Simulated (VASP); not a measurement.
A run of VASP 6.6.1 is set up as follows.

Contents of INCAR:

```
SYSTEM = KF
  PREC = Accurate
  ENCUT = 520
  EDIFF = 1E-7
  ISMEAR = 0
  SIGMA = 0.01
  LREAL = .FALSE.
  LASPH = .TRUE.
  NELM = 60
  ALGO = Normal
  ISIF = 2
  LWAVE = .FALSE.
  LCHARG = .FALSE.
  GGA = PE
  NBANDS = 15
```

KPOINTS

```
regular mesh
0
G
  4 4 4
  0 0 0
```

Contents of POSCAR:

```
KF
1.0
    3.0691658814      0.0000000000      0.0000000000
    0.0000000000      3.0691658814      0.0000000000
    0.0000000000      0.0000000000      3.0691658814
K F
1 1
Direct
    0.0000000000      0.0000000000      0.0000000000
    0.5000000000      0.5000000000      0.5000000000
```

Potentials or basis: VASP PAW PBE potentials, release 64 (K_sv, F).

Launch:

```sh
$ cat potpaw_PBE.64/K_sv/POTCAR potpaw_PBE.64/F/POTCAR > POTCAR
$ mpirun -np 1 vasp_std > vasp.out
```

Q: What does it give for the band gap on the k mesh?

A: 7.68 eV, indirect (the least direct gap lies 3.3 meV higher).

Q: What does it give for the pressure?

A: 9.4 GPa.

Caveat: the k points lie up to 0.51 Å⁻¹ apart.
